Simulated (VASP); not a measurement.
Write the native input for VASP 6.6.1 that does the following.

```
Task                   : single point
Functional             : PBE
Potentials or basis    : VASP PAW PBE potentials, release 64 (Au, Cu)
Cutoff                 : 520 eV
k mesh                 : 7 × 7 × 5
Occupations            : fermi-dirac, width 0.01 eV
Spin                   : no spin polarisation
Dipole correction      : no
Further INCAR settings : ALGO = Fast; EDIFF = 1e-06; NBANDS = 18
```

The structure of CuAu lies in POSCAR:

```
CuAu
1.0
    2.8107494552      0.0000000000      0.0000000000
    0.0000000000      2.8107494552      0.0000000000
    0.0000000000      0.0000000000      3.6850000000
Au Cu
1 1
Direct
   -0.0070600000      0.0031540000     -0.0155730000
    0.4965640000      0.4897100000      0.4947630000
```

These files were run (other wordings do the same):

INCAR

```
  PREC = Accurate
  ENCUT = 520
  EDIFF = 1E-6
  ISMEAR = -1
  SIGMA = 0.01
  LREAL = F
  LASPH = T
  NELM = 80
  ALGO = Fast
  ISIF = 2
  LWAVE = F
  LCHARG = T
  GGA = PE
  LELF = T
  LVHAR = T
  NBANDS = 18
```

KPOINTS

```
regular mesh
0
Gamma
  7 7 5
```

Potentials or basis: VASP PAW PBE potentials, release 64 (Au, Cu).

Command:

```console
$ cat potpaw_PBE.64/Au/POTCAR potpaw_PBE.64/Cu/POTCAR > POTCAR
$ mpirun -np 1 vasp_std > vasp.out
```

Results of the run:

```json
{
  "Pressure": "4.6 GPa",
  "Largest force": "0.305 eV/Å",
  "Band gap on the k mesh": "zero (band 11 reaches 11.44 eV, above the bottom of band 12 at 6.79 eV)"
}
```

Caveat: spin-orbit coupling is left out, which moves the levels of the heavy elements.

Wall time 71 s on 1 thread of Intel Xeon 6975P-C (shared host), peak memory 0.19 GiB.
